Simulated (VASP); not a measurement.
# Ru (P6_3/mmc) in VASP: further runs

Runs on Ru. Level: PBE. Tasks: relaxation of the atoms.

Everything below comes from runs of VASP 6.6.1. Logs are shortened: lines on timing, memory, paths and dates and some standing lists are left out, and cuts for length are marked.

## Step 1: The cell of the first run

It takes space group P6_3/mmc (No. 194, hexagonal). Conventional cell: a = 2.706 Å, b = 2.706 Å, c = 4.239 Å, α = 90.00°, β = 90.00°, γ = 120.00°. Ru (site symmetry -6m2) has 12 Ru at 2.63 to 2.71 Å within 3.5 Å.

## Step 2: Relaxation of the atoms, PBE (z stretched by -1 %)

Input file INCAR:

```
  PREC = Accurate
  ENCUT = 520
  EDIFF = 1E-6
  ISMEAR = -1
  SIGMA = 0.05
  LREAL = F
  LASPH = T
  NELM = 100
  ALGO = Normal
  ISIF = 2
  LWAVE = F
  LCHARG = F
  GGA = PE
  IBRION = 2
  NSW = 80
  EDIFFG = -0.02
```

Input file KPOINTS:

```
regular mesh
0
Gamma
  20 20 11
```

Input file POSCAR:

```
Ru
1.0
    2.7058000000      0.0000000000      0.0000000000
   -1.3529000000      2.3432915376      0.0000000000
    0.0000000000      0.0000000000      4.2390810000
Ru
2
Direct
    0.3333333333      0.6666666667      0.2500000000
    0.6666666667      0.3333333333      0.7500000000
```

Potentials or basis: VASP PAW PBE potentials, release 64 (Ru_pv).

Launch:

```sh
> cat potpaw_PBE.64/Ru_pv/POTCAR > POTCAR
> mpirun -np 1 vasp_std > vasp.out
```

OUTCAR:

```text
PREC = Accurate
   ENCUT = 520
   EDIFF = 1E-6
   ISMEAR = -1
   LREAL = F
   LASPH = T
   NELM = 100
   ISIF = 2
   GGA = PE
   IBRION = 2
   NSW = 80
   EDIFFG = -0.02

 ion  position               nearest neighbor table
   1  0.333  0.667  0.250-   2 2.63   2 2.63   2 2.63   2 2.63   2 2.63   2 2.63
   2  0.667  0.333  0.750-   1 2.63   1 2.63   1 2.63   1 2.63   1 2.63   1 2.63

  LATTYP: Found a hexagonal cell.
 ALAT       =     2.7058000000
 C/A-ratio  =     1.5666645724

  Lattice vectors:

 A1 = (   2.7058000000,   0.0000000000,   0.0000000000)
 A2 = (  -1.3529000000,   2.3432915376,   0.0000000000)
 A3 = (   0.0000000000,   0.0000000000,   4.2390810000)

Analysis of symmetry for initial positions (statically):
=====================================================================
 Subroutine PRICEL returns:
 Original cell was already a primitive cell.

 Routine SETGRP: Setting up the symmetry group for a
 hexagonal supercell.

 Subroutine GETGRP returns: Found 24 space group operations
 (whereof 12 operations were pure point group operations)
 out of a pool of 24 trial point group operations.

The static configuration has the point symmetry D_3d.
 The point group associated with its full space group is D_6h.

Analysis of symmetry for dynamics (positions and initial velocities):
=====================================================================
 Subroutine PRICEL returns:
 Original cell was already a primitive cell.

 Routine SETGRP: Setting up the symmetry group for a
 hexagonal supercell.

 Subroutine GETGRP returns: Found 24 space group operations
 (whereof 12 operations were pure point group operations)
 out of a pool of 24 trial point group operations.

The dynamic configuration has the point symmetry D_3d.
 The point group associated with its full space group is D_6h.

 Subroutine INISYM returns: Found 24 space group operations
 (whereof 12 operations are pure point group operations),
 and found     1 'primitive' translations

----------------------------------------------------------------------------------------

                                     Primitive cell

  volume of cell :      26.8778

  direct lattice vectors                    reciprocal lattice vectors
     2.705800000  0.000000000  0.000000000     0.369576465  0.213375072  0.000000000
    -1.352900000  2.343291538  0.000000000     0.000000000  0.426750144  0.000000000
     0.000000000  0.000000000  4.239081000     0.000000000  0.000000000  0.235900187

  length of vectors
     2.705800000  2.705800000  4.239081000     0.426750144  0.426750144  0.235900187

  position of ions in fractional coordinates (direct lattice)
     0.333333333  0.666666667  0.250000000
     0.666666667  0.333333333  0.750000000

  ion indices of the primitive-cell ions
   primitive index   ion index
                 1           1
                 2           2

----------------------------------------------------------------------------------------

 KPOINTS: regular mesh

Automatic generation of k-mesh.
 Grid dimensions read from file:
 generate k-points for:   20   20   11

 Generating k-lattice:

  Cartesian coordinates                     Fractional coordinates (reciprocal lattice)
     0.018478823  0.010668754  0.000000000     0.050000000 -0.000000000  0.000000000
     0.000000000  0.021337507  0.000000000     0.000000000  0.050000000  0.000000000
     0.000000000  0.000000000  0.021445472     0.000000000  0.000000000  0.090909091

  Length of vectors
     0.021337507  0.021337507  0.021445472

  Shift w.r.t. Gamma in fractional coordinates (k-lattice)
     0.000000000  0.000000000  0.000000000

 Subroutine IBZKPT returns following result:
 ===========================================

 Found    264 irreducible k-points:

 Following reciprocal coordinates:
            Coordinates               Weight
  0.000000  0.000000  0.000000      1.000000
  0.050000  0.000000  0.000000      6.000000
  0.100000  0.000000  0.000000      6.000000
  0.150000  0.000000  0.000000      6.000000
  0.200000  0.000000  0.000000      6.000000
  0.250000  0.000000  0.000000      6.000000
[... 16 lines left out ...]
  0.200000  0.100000  0.000000     12.000000
  0.250000  0.100000  0.000000     12.000000
 [... further k-points ...]
   k-points           NKPTS =    264   k-points in BZ     NKDIM =    264   number of bands    NBANDS=     18
   number of dos      NEDOS =    301   number of ions     NIONS =      2
   total plane-waves  NPLWV =  12800
   dimension x,y,z NGX =    20 NGY =   20 NGZ =   32
   dimension x,y,z NGXF=    40 NGYF=   40 NGZF=   64
   ions per type =               2
   NGX,Y,Z   is equivalent  to a cutoff of  12.29, 12.29, 12.55 a.u.
   NGXF,Y,Z  is equivalent  to a cutoff of  24.58, 24.58, 25.10 a.u.
 SYSTEM =  unknown system
   PREC   = accura    normal or accurate (medium, high low for compatibility)
   ISTART =      0    job   : 0-new  1-cont  2-samecut
   ICHARG =      2    charge: 1-file 2-atom 10-const
   ISPIN  =      1    spin polarized calculation?
   LNONCOLLINEAR =      F non collinear calculations
   LSORBIT =      F    spin-orbit coupling
   LASPH  =      T    aspherical Exc in radial PAW
   ENCUT  =  520.0 eV  38.22 Ry    6.18 a.u.   5.03  5.03  7.88*2*pi/ulx,y,z
   NELM   =    100;   NELMIN=  2; NELMDL= -5     # of ELM steps
   EDIFF  = 0.1E-05   stopping-criterion for ELM
   LREAL  =      F    real-space projection
   EDIFFG = -.2E-01   stopping-criterion for IOM
   NSW    =     80    number of steps for IOM
   IBRION =      2    ionic relax: 0-MD 1-quasi-New 2-CG
   NFREE  =      1    steps in history (QN), initial steepest desc. (CG)
   ISIF   =      2    stress and relaxation
   ISYM   =      2    0-nonsym 1-usesym 2-fastsym
   POTIM  = 0.5000    time-step for ionic-motion
   TEBEG  =    0.0;   TEEND  =   0.0 temperature during run
   PSTRESS=    0.0 pullay stress
   NELECT =      28.0000    total number of electrons
   NUPDOWN=      -1.0000    fix difference up-down
   EMIN   =  10.00;   EMAX   =-10.00  energy-range for DOS
   EFERMI =   0.00;   METHOD = LEGACY
   ISMEAR =    -1;   SIGMA  =   0.05  broadening in eV -4-tet -1-fermi 0-gaus
   EFERMI_NEDOS =   21; number of points for ismear=-14 and -15
   IALGO  =     38    algorithm
   IMIX   =      4    mixing-type and parameters
     AMIX     =   0.40;   BMIX     =  1.00
     AMIX_MAG =   1.60;   BMIX_MAG =  1.00
  volume/ion in A,a.u.               =      13.44        90.69
  Fermi-wavevector in a.u.,A,eV,Ry     =   1.659573  3.136138 37.472912  2.754181
  Thomas-Fermi vector in A             =   2.746958
   LORBIT       =      0    0 simple, 1 ext, 2 COOP (PROOUT), +10 PAW based schemes
   GGA     = PE    functional components
   LHFCALC =     F    Hartree Fock is set to
   AEXX    =    0.0000 exact exchange contribution
   IVDW    =     0    specifies the selected vdW correction
   LEPSILON=     F    determine dielectric tensor
   LRPA    =     F    only Hartree local field effects (RPA)
 conjugate gradient relaxation of ions
 non-spin polarized calculation
  energy-cutoff  :      520.00
  volume of cell :       26.88
 maximum number of plane-waves:       739
 NGX is ok and might be reduce to    20
   NGX =  9   NGY =  9   NGZ = 15

 number of electron      28.0000000 magnetization

 Free energy of the ion-electron system (eV)
  ---------------------------------------------------
  ext. energy  EPLUGINS =         0.00000000
  ---------------------------------------------------
  free energy    TOTEN  =       -18.45713165 eV

  energy without entropy =      -18.44389175  energy(sigma->0) =      -18.45051170

 E-fermi :  13.0557     XC(G=0): -14.1832

 val. band max:       13.0538173597   @ k =   0.3000   0.2500   0.2727
 cond. band min:      13.0564890482   @ k =   0.1000   0.0000   0.3636
 fundamental gap:      0.0026716885
 Fermi energy:        13.0557475380

 k-point     1 :       0.0000    0.0000    0.0000
  band No.  band energies     occupation
      1     -30.6749      2.00000
      2     -29.7149      2.00000
      3     -29.7149      2.00000
      4     -29.5300      2.00000
      5     -29.5300      2.00000
      6     -29.4678      2.00000
[... 10 lines left out ...]
     17      14.2263      0.00000
     18      14.4539      0.00000

 k-point     2 :       0.0500    0.0000    0.0000
  band No.  band energies     occupation
      1     -30.6660      2.00000
      2     -29.7332      2.00000
      3     -29.7213      2.00000
      4     -29.5492      2.00000
      5     -29.5323      2.00000
      6     -29.4721      2.00000
[... 10 lines left out ...]
     17      14.2648      0.00000
     18      15.4934      0.00000

 k-point     3 :       0.1000    0.0000    0.0000
  band No.  band energies     occupation
      1     -30.6398      2.00000
      2     -29.7863      2.00000
      3     -29.7394      2.00000
      4     -29.6046      2.00000
      5     -29.5394      2.00000
      6     -29.4851      2.00000
[... 10 lines left out ...]
     17      14.3659      0.00000
     18      16.7152      0.00000

 k-point     4 :       0.1500    0.0000    0.0000
  band No.  band energies     occupation
      1     -30.5975      2.00000
      2     -29.8692      2.00000
      3     -29.7670      2.00000
      4     -29.6896      2.00000
      5     -29.5509      2.00000
      6     -29.5067      2.00000
[... 375 lines left out ...]
      4     -29.7543      2.00000
      5     -29.5941      2.00000
      6     -29.5499      2.00000
[... 10 lines left out ...]
     17      14.6172      0.00000
     18      19.7938      0.00000

 k-point    23 :       0.2000    0.1000    0.0000
  band No.  band energies     occupation
      1     -30.4519      2.00000
      2     -30.0888      2.00000
      3     -29.9874      2.00000
      4     -29.8126      2.00000
      5     -29.6186      2.00000
      6     -29.5883      2.00000
[... 10 lines left out ...]
     17      14.7051      0.00000
     18      21.0316      0.00000

 k-point    24 :       0.2500    0.1000    0.0000
  band No.  band energies     occupation
      1     -30.3785      2.00000
      2     -30.1975      2.00000
      3     -30.0657      2.00000
      4     -29.8694      2.00000
      5     -29.6421      2.00000
      6     -29.6340      2.00000
[... 10 lines left out ...]
     17      14.7798      0.00000
     18      22.2708      0.00000

 [... further k-points ...]

------------------------ aborting loop because EDIFF is reached ----------------------------------------

  FORCE on cell =-STRESS in cart. coord.  units (eV):
  Direction    XX          YY          ZZ          XY          YZ          ZX
  --------------------------------------------------------------------------------------
  -------------------------------------------------------------------------------------
  Total        1.1505086      1.1505086      1.7543044      0.0000000     -0.0000000      0.0000000
  in kB       68.5814581     68.5814581    104.5735363      0.0000000     -0.0000000      0.0000000
  external PRESSURE =      80.5788175 kB  Pullay stress =       0.0000000 kB

 VOLUME and BASIS-vectors are now :
 -----------------------------------------------------------------------------
  energy-cutoff  :      520.00
  volume of cell :       26.88
      direct lattice vectors                 reciprocal lattice vectors
     2.705800000  0.000000000  0.000000000     0.369576465  0.213375072  0.000000000
    -1.352900000  2.343291538  0.000000000     0.000000000  0.426750144  0.000000000
     0.000000000  0.000000000  4.239081000     0.000000000  0.000000000  0.235900187

 POSITION                                       TOTAL-FORCE (eV/Angst)
 -----------------------------------------------------------------------------------
     -0.00000      1.56219      1.05977        -0.000000      0.000000      0.000000
      1.35290      0.78110      3.17931         0.000000     -0.000000      0.000000
 -----------------------------------------------------------------------------------
    total drift:                               -0.000000      0.000000     -0.000000

  FREE ENERGIE OF THE ION-ELECTRON SYSTEM (eV)
  ---------------------------------------------------
  free  energy   TOTEN  =       -18.4571316485 eV

  energy  without entropy=      -18.4438917480  energy(sigma->0) =      -18.45051170

 reached required accuracy - stopping structural energy minimisation
```

It took 38 s on 1 thread of Oxide Virtual Turin-like, shared host; peak memory 0.18 GiB.

Results:

```
Free energy             : -18.4571 eV
Pressure after relaxing : 8.1 GPa
Band gap on the k mesh  : zero (bands 14 and 15 overlap by 3.31 eV)
```

Stress tensor (GPa, compression positive):
```
 6.86  0.00  0.00
 0.00  6.86  0.00
 0.00  0.00 10.46
```

Final structure:
```xyz
2
Lattice="2.7058 0.0000 0.0000 -1.3529 2.3433 0.0000 0.0000 0.0000 4.2391" Properties=species:S:1:pos:R:3 pbc="T T T"
Ru    0.0000    1.5622    1.0598
Ru    1.3529    0.7811    3.1793
```

Levels at points of the mesh, in eV from the Fermi level:
```tsv
k point	band 11	band 12	band 13	band 14	band 15	band 16	band 17	band 18
(0.00, 0.00, 0.00)	-2.39	-1.96	-1.96	-1.52	-1.52	1.17	1.17	1.40
(0.50, 0.00, 0.00)	-2.07	-1.87	-1.51	1.35	1.80	1.96	4.07	6.14
```

Caveat: the cell differs from its parent crystal (z stretched by -1 %); the relaxation stopped at its first step, so nothing moved.

## Step 3: Relaxation of the atoms, PBE (z stretched by +1 %)

Input file INCAR:

```
ALGO = Normal ; EDIFF = 1E-6
EDIFFG = -0.02 ; ENCUT = 520
GGA = PE ; IBRION = 2
ISIF = 2 ; ISMEAR = -1
LASPH = True ; LCHARG = False
LREAL = False ; LWAVE = False
NELM = 100 ; NSW = 80
PREC = Accurate ; SIGMA = 0.05
```

Input file KPOINTS:

```
k-points
0
Gamma
  20 20 11
```

Changes to POSCAR since step 2:

```diff
@@ -4,3 +4,3 @@
    -1.3529000000      2.3432915376      0.0000000000
-    0.0000000000      0.0000000000      4.2390810000
+    0.0000000000      0.0000000000      4.3247190000
 Ru
```

Potentials or basis: VASP PAW PBE potentials, release 64 (Ru_pv).

Launch:

```sh
> cat potpaw_PBE.64/Ru_pv/POTCAR > POTCAR
> mpirun -np 1 vasp_std > vasp.out
```

Run time: 67 s. Hardware: 1 thread of Oxide Virtual Turin-like, shared host; peak memory 0.18 GiB.

The run converged. Its results:

```
Free energy             : -18.4693 eV
Pressure after relaxing : 1.1 GPa
Band gap on the k mesh  : zero (bands 14 and 15 overlap by 3.16 eV)
```

Stress tensor (GPa, compression positive):
```
 3.20  0.00  0.00
 0.00  3.20  0.00
 0.00  0.00 -3.07
```

Final structure:
```yaml
crystal:
  lattice:
    - [2.70580, 0.00000, 0.00000]
    - [-1.35290, 2.34329, 0.00000]
    - [0.00000, 0.00000, 4.32472]
  atoms:
    - { symbol: Ru, position: [0.33333, 0.66667, 0.25000] }
    - { symbol: Ru, position: [0.66667, 0.33333, 0.75000] }
```

Levels at points of the mesh, in eV from the Fermi level:
```
           k point  band 10  band 11  band 12  band 13  band 14  band 15  band 16  band 17  band 18
(0.00, 0.00, 0.00)    -2.57    -2.49    -1.92    -1.92    -1.31    -1.31     1.15     1.15     1.15
(0.50, 0.00, 0.00)    -2.92    -2.12    -1.76    -1.57     1.44     1.82     1.83     4.02     6.07
```

Caveat: the cell differs from its parent crystal (z stretched by +1 %); the relaxation stopped at its first step, so nothing moved.

## Step 4: Relaxation of the atoms, PBE (z stretched by +2 %)

Input file INCAR:

```
SYSTEM = Ru
PREC     = Accurate       ! precision mode
ENCUT    = 520            ! plane-wave cutoff, eV
EDIFF    = 1E-6           ! SCF threshold, eV
ISMEAR   = -1             ! smearing method
SIGMA    = 0.05           ! smearing width, eV
LREAL    = .FALSE.        ! projectors in reciprocal space
LASPH    = .TRUE.         ! aspherical terms in the spheres
NELM     = 100            ! most SCF steps
ALGO     = Normal         ! electronic algorithm
ISIF     = 2              ! what is computed and relaxed
LWAVE    = .FALSE.        ! write WAVECAR
LCHARG   = .FALSE.        ! write CHGCAR
GGA      = PE             ! functional
IBRION   = 2              ! ionic algorithm
NSW      = 80             ! ionic steps
EDIFFG   = -0.02          ! ionic threshold
```

Input file KPOINTS:

```
Automatic mesh
0
G
  20 20 11
  0 0 0
```

Changes to POSCAR since step 3:

```diff
@@ -4,3 +4,3 @@
    -1.3529000000      2.3432915376      0.0000000000
-    0.0000000000      0.0000000000      4.3247190000
+    0.0000000000      0.0000000000      4.3675380000
 Ru
```

Launch:

```sh
> cat potpaw_PBE.64/Ru_pv/POTCAR > POTCAR
> mpirun -np 1 vasp_std > vasp.out
```

Wall time 2.3 min (1 thread of Oxide Virtual Turin-like, shared host); peak memory 0.19 GiB.

Results (log left out):

```yaml
Free_energy: -18.4592 eV
Pressure_after_relaxing: -2.0 GPa
Band_gap_on_the_k_mesh: zero (bands 14 and 15 overlap by 3.09 eV)
```

Stress tensor (GPa, compression positive):
```
 1.57  0.00  0.00
 0.00  1.57  0.00
 0.00  0.00 -8.99
```

Final structure:
```cif
data_structure
_symmetry_space_group_name_H-M 'P 1'
_symmetry_Int_Tables_number 1
_cell_length_a 2.7058
_cell_length_b 2.7058
_cell_length_c 4.3675
_cell_angle_alpha 90.000
_cell_angle_beta 90.000
_cell_angle_gamma 120.000
_cell_volume 27.69
loop_
_atom_site_label
_atom_site_type_symbol
_atom_site_fract_x
_atom_site_fract_y
_atom_site_fract_z
_atom_site_occupancy
Ru1 Ru 0.33333 0.66667 0.25000 1
Ru2 Ru 0.66667 0.33333 0.75000 1
```

Levels at points of the mesh, in eV from the Fermi level:
```csv
k point,band 12,band 13,band 14,band 15,band 16,band 17
"(0.00, 0.00, 0.00)",-1.90,-1.90,-1.21,-1.21,1.04,1.14
"(0.50, 0.00, 0.00)",-1.70,-1.59,1.48,1.76,1.84,3.99
```

Caveat: the cell differs from its parent crystal (z stretched by +2 %); the relaxation stopped at its first step, so nothing moved.

## Step 5: Overview

```csv
cell,gap on the mesh (eV),pressure (GPa)
"atoms relaxed from a = 2.706, b = 2.706, c = 4.239 Å, angles 90.0, 90.0, 120.0°, 2 atoms",none,8.1
"atoms relaxed from a = 2.706, b = 2.706, c = 4.325 Å, angles 90.0, 90.0, 120.0°, 2 atoms",none,1.1
"atoms relaxed from a = 2.706, b = 2.706, c = 4.368 Å, angles 90.0, 90.0, 120.0°, 2 atoms",none,-2.0
```

Alike in all rows: task relaxation of the atoms; level PBE; potentials or basis VASP PAW PBE potentials, release 64 (Ru_pv); no spin polarisation; k mesh 20 × 20 × 11; cutoff (eV) 520; smearing fermi-dirac 0.05 eV.

Caveats: the relaxation stopped at its first step, so nothing moved.

Total energies depend on the potentials used, so only differences within one code and one set of settings carry meaning.
